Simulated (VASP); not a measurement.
# NdBeF2 (P-6m2) in VASP: a series of runs

NdBeF2 is run at these levels: PBE; tasks: single point, relaxation of cell and atoms.

Everything below comes from runs of VASP 6.6.1. Logs are shortened: lines on timing, memory, paths and dates and some standing lists are left out, and cuts for length are marked.

**1. The cell of the first run**

The structure is hexagonal, space group P-6m2 (No. 187). The conventional cell has a = 4.325 Å, b = 4.325 Å, c = 4.124 Å, α = 90.00°, β = 90.00°, γ = 120.00°. Within 3.3 Å of Nd (site symmetry -6m2) lie 3 Be at 2.50 Å and 6 F at 2.81 Å. Be (site symmetry -6m2) has 2 F at 1.29 Å within 1.7 Å. Within 1.7 Å of F (site symmetry 3m) lie 1 Be at 1.29 Å and 1 F at 1.54 Å.

The cell was generated, and may not be a known phase.

**2. Single point, PBE**

The input, INCAR:

```
SYSTEM = NdBeF2
PREC = Accurate ; ENCUT = 600
EDIFF = 1E-6 ; ISMEAR = 0
SIGMA = 0.1 ; LREAL = .False.
LASPH = .True. ; NELM = 200
ALGO = Normal ; ISIF = 2
LWAVE = .False. ; LCHARG = .True.
GGA = PE ; LELF = .True.
LVHAR = .True. ; NBANDS = 23
GGA_COMPAT = .False. ; LMAXMIX = 6
```

The input, KPOINTS:

```
regular mesh
0
Gamma
  6 6 4
  0 0 0
```

The input, POSCAR:

```
NdBeF2
1.0
    4.3247395400      0.0000000000      0.0000000000
   -2.1623697700      3.7453343100      0.0000000000
    0.0000000000      0.0000000000      4.1242898700
Nd Be F
1 1 2
Direct
    0.3333333300      0.6666666700      0.0000000000
    0.6666666700      0.3333333300      0.0000000000
    0.6666666700      0.3333333300      0.3138613000
    0.6666666700      0.3333333300      0.6861387000
```

Potentials or basis: VASP PAW PBE potentials, release 64 (Nd, Be, F).

Command:

```console
> cat potpaw_PBE.64/Nd/POTCAR potpaw_PBE.64/Be/POTCAR potpaw_PBE.64/F/POTCAR > POTCAR
> mpirun -np 1 vasp_std > vasp.out
```

OUTCAR:

```text
SYSTEM = NdBeF2
   PREC = Accurate
   ENCUT = 600
   EDIFF = 1E-6
   ISMEAR = 0
   LREAL = .False.
   LASPH = .True.
   NELM = 200
   ISIF = 2
   GGA = PE

 ion  position               nearest neighbor table
   1  0.333  0.667  0.000-   2 2.50   2 2.50   2 2.50
   2  0.667  0.333  0.000-   3 1.29   4 1.29   1 2.50   1 2.50   1 2.50
   3  0.667  0.333  0.314-   2 1.29   4 1.54
   4  0.667  0.333  0.686-   2 1.29   3 1.54

  LATTYP: Found a hexagonal cell.
 ALAT       =     4.3247395400
 C/A-ratio  =     0.9536504642

  Lattice vectors:

 A1 = (   4.3247395400,   0.0000000000,   0.0000000000)
 A2 = (  -2.1623697700,   3.7453343100,   0.0000000000)
 A3 = (   0.0000000000,   0.0000000000,   4.1242898700)

Analysis of symmetry for initial positions (statically):
=====================================================================
 Subroutine PRICEL returns:
 Original cell was already a primitive cell.

 Routine SETGRP: Setting up the symmetry group for a
 hexagonal supercell.

 Subroutine GETGRP returns: Found 12 space group operations
 (whereof 12 operations were pure point group operations)
 out of a pool of 24 trial point group operations.

The static configuration has the point symmetry D_3h.

Analysis of symmetry for dynamics (positions and initial velocities):
=====================================================================
 Subroutine PRICEL returns:
 Original cell was already a primitive cell.

 Routine SETGRP: Setting up the symmetry group for a
 hexagonal supercell.

 Subroutine GETGRP returns: Found 12 space group operations
 (whereof 12 operations were pure point group operations)
 out of a pool of 24 trial point group operations.

The dynamic configuration has the point symmetry D_3h.

 Subroutine INISYM returns: Found 12 space group operations
 (whereof 12 operations are pure point group operations),
 and found     1 'primitive' translations

----------------------------------------------------------------------------------------

                                     Primitive cell

  volume of cell :      66.8036

  direct lattice vectors                    reciprocal lattice vectors
     4.324739540  0.000000000  0.000000000     0.231227798  0.133499431  0.000000000
    -2.162369770  3.745334310  0.000000000     0.000000000  0.266998862  0.000000000
     0.000000000  0.000000000  4.124289870     0.000000000  0.000000000  0.242465984

  length of vectors
[... 82 lines left out ...]
   EDIFF  = 0.1E-05   stopping-criterion for ELM
   LREAL  =      F    real-space projection
   EDIFFG = 0.1E-04   stopping-criterion for IOM
   NSW    =      0    number of steps for IOM
   IBRION =     -1    ionic relax: 0-MD 1-quasi-New 2-CG
   NFREE  =      0    steps in history (QN), initial steepest desc. (CG)
   ISIF   =      2    stress and relaxation
   ISYM   =      2    0-nonsym 1-usesym 2-fastsym
   POTIM  = 0.5000    time-step for ionic-motion
   TEBEG  =    0.0;   TEEND  =   0.0 temperature during run
   PSTRESS=    0.0 pullay stress
   NELECT =      30.0000    total number of electrons
   NUPDOWN=      -1.0000    fix difference up-down
   EMIN   =  10.00;   EMAX   =-10.00  energy-range for DOS
   EFERMI =   0.00;   METHOD = LEGACY
   ISMEAR =     0;   SIGMA  =   0.10  broadening in eV -4-tet -1-fermi 0-gaus
   EFERMI_NEDOS =   21; number of points for ismear=-14 and -15
   IALGO  =     38    algorithm
   IMIX   =      4    mixing-type and parameters
     AMIX     =   0.40;   BMIX     =  1.00
     AMIX_MAG =   1.60;   BMIX_MAG =  1.00
  volume/ion in A,a.u.               =      16.70       112.70
  Fermi-wavevector in a.u.,A,eV,Ry     =   1.253666  2.369086 21.383999  1.571680
  Thomas-Fermi vector in A             =   2.387508
   LORBIT       =      0    0 simple, 1 ext, 2 COOP (PROOUT), +10 PAW based schemes
   GGA     = PE    functional components
   LHFCALC =     F    Hartree Fock is set to
   AEXX    =    0.0000 exact exchange contribution
   IVDW    =     0    specifies the selected vdW correction
   LEPSILON=     F    determine dielectric tensor
   LRPA    =     F    only Hartree local field effects (RPA)
 non-spin polarized calculation
 Gauss-broadening in eV      SIGMA  =   0.10
  energy-cutoff  :      600.00
  volume of cell :       66.80
 maximum number of plane-waves:      2284
 NGX is ok and might be reduce to    36
   NGX = 17   NGY = 17   NGZ = 17

 number of electron      29.9999993 magnetization

 Free energy of the ion-electron system (eV)
  ---------------------------------------------------
  ext. energy  EPLUGINS =         0.00000000
  ---------------------------------------------------
  free energy    TOTEN  =       -11.21402979 eV

  energy without entropy =      -11.08686223  energy(sigma->0) =      -11.15044601

 E-fermi :   4.5497     XC(G=0):  -9.2699

 val. band max:        4.5364111801   @ k =   0.3333   0.1667   0.2500
 cond. band min:       4.5515012617   @ k =   0.1667   0.0000   0.5000
 fundamental gap:      0.0150900816
 Fermi energy:         4.5496601974

 k-point     1 :       0.0000    0.0000    0.0000
  band No.  band energies     occupation
      1     -33.0386      2.00000
      2     -24.3747      2.00000
      3     -22.0488      2.00000
      4     -14.5546      2.00000
      5     -14.5546      2.00000
      6     -14.2492      2.00000
[... 535 lines left out ...]
     22       5.9540      0.00000
     23       6.6880      0.00000

------------------------ aborting loop because EDIFF is reached ----------------------------------------

  FORCE on cell =-STRESS in cart. coord.  units (eV):
  Direction    XX          YY          ZZ          XY          YZ          ZX
  --------------------------------------------------------------------------------------
  -------------------------------------------------------------------------------------
  Total        2.9052628      2.9052628     44.8585326      0.0000000      0.0000000     -0.0000000
  in kB       69.6780954     69.6780955   1075.8603900      0.0000000      0.0000000     -0.0000000
  external PRESSURE =     405.0721936 kB  Pullay stress =       0.0000000 kB

 VOLUME and BASIS-vectors are now :
 -----------------------------------------------------------------------------
  energy-cutoff  :      600.00
  volume of cell :       66.80
      direct lattice vectors                 reciprocal lattice vectors
     4.324739540  0.000000000  0.000000000     0.231227798  0.133499431  0.000000000
    -2.162369770  3.745334310  0.000000000     0.000000000  0.266998862  0.000000000
     0.000000000  0.000000000  4.124289870     0.000000000  0.000000000  0.242465984

 POSITION                                       TOTAL-FORCE (eV/Angst)
 -----------------------------------------------------------------------------------
     -0.00000      2.49689      0.00000        -0.000000      0.000000      0.000000
      2.16237      1.24844      0.00000         0.000000      0.000000      0.000000
      2.16237      1.24844      1.29445        -0.000000      0.000000    -10.824857
      2.16237      1.24844      2.82983        -0.000000      0.000000     10.824857
 -----------------------------------------------------------------------------------
    total drift:                               -0.000063      0.000036      0.000000

  FREE ENERGIE OF THE ION-ELECTRON SYSTEM (eV)
  ---------------------------------------------------
  free  energy   TOTEN  =       -11.2140297855 eV

  energy  without entropy=      -11.0868622341  energy(sigma->0) =      -11.15044601
```

OSZICAR:

```text
N       E                     dE             d eps       ncg     rms          rms(c)
DAV:   1     0.295364863253E+03    0.29536E+03   -0.14870E+04  1269   0.358E+03
DAV:   2     0.245480791473E+02   -0.27082E+03   -0.24588E+03  1632   0.484E+02
DAV:   3    -0.126247479451E+02   -0.37173E+02   -0.35529E+02  1597   0.207E+02
DAV:   4    -0.148022841465E+02   -0.21775E+01   -0.20882E+01  1775   0.271E+01
[... 18 lines left out ...]
DAV:  23    -0.112140304275E+02    0.11877E-04   -0.11073E-05  1193   0.352E-02    0.916E-03
DAV:  24    -0.112140277588E+02    0.26687E-05   -0.14134E-06   672   0.983E-03    0.320E-03
DAV:  25    -0.112140316660E+02   -0.39073E-05   -0.53190E-07   560   0.107E-02    0.135E-03
DAV:  26    -0.112140297114E+02    0.19547E-05   -0.14210E-07   532   0.660E-03    0.850E-04
DAV:  27    -0.112140297855E+02   -0.74162E-07   -0.70571E-08   560   0.507E-03
   1 F= -.11214030E+02 E0= -.11150446E+02  d E =-.127168E+00
```

stdout:

```text
POSCAR found type information on POSCAR NdBeF
 POSCAR found :  3 types and       4 ions
 scaLAPACK will be used
 LDA part: xc-table for (Slater+PW92), standard interpolation
 POSCAR, INCAR and KPOINTS ok, starting setup
 FFT: planning ... GRIDC
 FFT: planning ... GRID_SOFT
 FFT: planning ... GRID
 WAVECAR not read
 entering main loop
```

Wall time 45 s (1 thread of Intel Xeon 6975P-C (Granite Rapids), shared host); peak memory 0.23 GiB.

Results:

| Quantity | Value |
| --- | --- |
| Free energy | -11.2140 eV |
| Pressure | 40.5 GPa |
| Largest force | 10.825 eV/Å |
| Band gap on the k mesh | zero (bands 15 and 16 overlap by 0.26 eV) |

Forces in eV/Å, atoms in the order of the input:
```
Nd    0.000   0.000   0.000
Be    0.000   0.000   0.000
F     0.000   0.000 -10.825
F     0.000   0.000  10.825
```

Caveat: the k points lie up to 0.38 Å⁻¹ apart; spin-orbit coupling is left out, which moves the levels of the heavy elements; the run has no spin polarisation, though such a crystal can be magnetic; semilocal functionals describe open f shells poorly, which spoils levels, moments and volumes; forces of over 1 eV/Å act on the atoms, so gaps and moduli don't describe the material at rest.

**3. Single point, PBE**

This run uses another cell than the first one, of 29.05 Å³/atom.

The input, INCAR:

```
SYSTEM = NdBeF2
PREC     = Accurate       ! precision mode
ENCUT    = 600            ! plane-wave cutoff, eV
EDIFF    = 1E-6           ! SCF threshold, eV
ISMEAR   = 0              ! smearing method
SIGMA    = 0.1            ! smearing width, eV
LREAL    = .False.        ! projectors in reciprocal space
LASPH    = .True.         ! aspherical terms in the spheres
NELM     = 200            ! most SCF steps
ALGO     = Normal         ! electronic algorithm
ISIF     = 2              ! what is computed and relaxed
LWAVE    = .False.        ! write WAVECAR
LCHARG   = .False.        ! write CHGCAR
GGA      = PE             ! functional
NBANDS   = 23             ! bands
GGA_COMPAT= .False.      
LMAXMIX  = 6              ! l up to which the mixer works
```

KPOINTS is that of step 2.

The input, POSCAR:

```
NdBeF2
1.0
    4.5110231463      0.0000000000      0.0000000000
   -2.2555115732      3.9066606418      0.0000000000
    0.0000000000      0.0000000000      6.5947224296
Nd Be F
1 1 2
Direct
    0.3333333333      0.6666666667      0.0000000000
    0.6666666667      0.3333333333      0.0000000000
    0.6666666667      0.3333333333      0.2327594857
    0.6666666667      0.3333333333      0.7672405143
```

Potentials or basis: VASP PAW PBE potentials, release 64 (Nd, Be, F).

Command:

```console
> cat potpaw_PBE.64/Nd/POTCAR potpaw_PBE.64/Be/POTCAR potpaw_PBE.64/F/POTCAR > POTCAR
> mpirun -np 1 vasp_std > vasp.out
```

OUTCAR:

```text
SYSTEM = NdBeF2
   PREC = Accurate
   ENCUT = 600
   EDIFF = 1E-6
   ISMEAR = 0
   LREAL = .False.
   LASPH = .True.
   NELM = 200
   ISIF = 2
   GGA = PE

 ion  position               nearest neighbor table
   1  0.333  0.667  0.000-   2 2.60   2 2.60   2 2.60
   2  0.667  0.333  0.000-   3 1.53   4 1.53   1 2.60   1 2.60   1 2.60
   3  0.667  0.333  0.233-   2 1.53
   4  0.667  0.333  0.767-   2 1.53

  LATTYP: Found a hexagonal cell.
 ALAT       =     4.5110231463
 C/A-ratio  =     1.4619127891
[... 738 lines left out ...]
  Direction    XX          YY          ZZ          XY          YZ          ZX
  --------------------------------------------------------------------------------------
  -------------------------------------------------------------------------------------
  Total       -0.3062460     -0.3062460     -0.0111814      0.0000000     -0.0000000      0.0000000
  in kB       -4.2218589     -4.2218589     -0.1541446      0.0000000     -0.0000000      0.0000000
  external PRESSURE =      -2.8659541 kB  Pullay stress =       0.0000000 kB

 VOLUME and BASIS-vectors are now :
 -----------------------------------------------------------------------------
  energy-cutoff  :      600.00
  volume of cell :      116.22
      direct lattice vectors                 reciprocal lattice vectors
     4.511023146  0.000000000  0.000000000     0.221679200  0.127986546  0.000000000
    -2.255511573  3.906660642  0.000000000     0.000000000  0.255973091  0.000000000
     0.000000000  0.000000000  6.594722430     0.000000000  0.000000000  0.151636405

 POSITION                                       TOTAL-FORCE (eV/Angst)
 -----------------------------------------------------------------------------------
     -0.00000      2.60444      0.00000        -0.000000      0.000000      0.000000
      2.25551      1.30222      0.00000        -0.000000      0.000000      0.000000
      2.25551      1.30222      1.53498         0.000000      0.000000     -0.000819
      2.25551      1.30222      5.05974         0.000000      0.000000      0.000819
 -----------------------------------------------------------------------------------
    total drift:                               -0.000001      0.000000      0.000000

  FREE ENERGIE OF THE ION-ELECTRON SYSTEM (eV)
  ---------------------------------------------------
  free  energy   TOTEN  =       -17.1948574094 eV

  energy  without entropy=      -17.0968358597  energy(sigma->0) =      -17.14584663
```

stdout:

```text
POSCAR found type information on POSCAR NdBeF
 POSCAR found :  3 types and       4 ions
 scaLAPACK will be used
 LDA part: xc-table for (Slater+PW92), standard interpolation
 POSCAR, INCAR and KPOINTS ok, starting setup
 FFT: planning ... GRIDC
 FFT: planning ... GRID_SOFT
 FFT: planning ... GRID
 WAVECAR not read
 entering main loop
```

It took 90 s on 1 thread of Intel Xeon 6975P-C (Granite Rapids), shared host; peak memory 0.31 GiB.

Results:

```yaml
Free_energy: -17.1949 eV
Pressure: -0.3 GPa
Band_gap_on_the_k_mesh: 0.10 eV
```

Stress tensor (GPa, compression positive):
```
-0.42  0.00  0.00
 0.00 -0.42  0.00
 0.00  0.00 -0.02
```

Caveat: spin-orbit coupling is left out, which moves the levels of the heavy elements; semilocal functionals describe open f shells poorly, which spoils levels, moments and volumes. A k mesh can miss the band edges.

(Part 1 of 2 ends here.)
